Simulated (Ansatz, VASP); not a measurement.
# Two plane-wave programs on GdSi3

```xyz
4
Lattice="4.1647 0.0000 0.0000 0.0000 4.1647 0.0000 0.0000 0.0000 4.1647" Properties=species:S:1:pos:R:3 pbc="T T T"
Gd    0.0000    0.0000    0.0000
Si    0.0000    2.0824    2.0824
Si    2.0824    2.0824    0.0000
Si    2.0824    0.0000    2.0824
```

Alike in both runs: task single point; functional PBE; k mesh 8 × 8 × 8; occupations gaussian, width 0.05 eV; collinear spin; Hubbard terms Gd f U = 6.0 eV.

|  | VASP | Ansatz |
| --- | --- | --- |
| version | VASP 6.6.1 | Ansatz 0.2.0 |
| potentials or method | VASP PAW PBE potentials, release 64 (Gd, Si), cutoff 520 eV | scalar-relativistic, plane waves, PAW |
| valence electrons in the cell | 30 | 30 |

|  | VASP | Ansatz | Ansatz less VASP |
| --- | --- | --- | --- |
| gap on the k mesh at the Fermi level (eV) | none | none | - |
| pressure (GPa) | 0.1 | 0.0 | -0.13 |
| net moment per atom (μB) | 1.76 | 1.75 | -0.006 |
| size of the moment on the site where the two differ most (μB) | 6.87 | 7.02 | +0.152 |

Site moments also hang on the region over which each program counts them. The programs project onto different local orbitals, so the same U acts differently, and such runs can settle in different states. A gap of «none» marks a metal or a gap that the smearing closes. Ansatz's warnings: filled band counts differ across k points.

Spin-orbit coupling is off throughout.
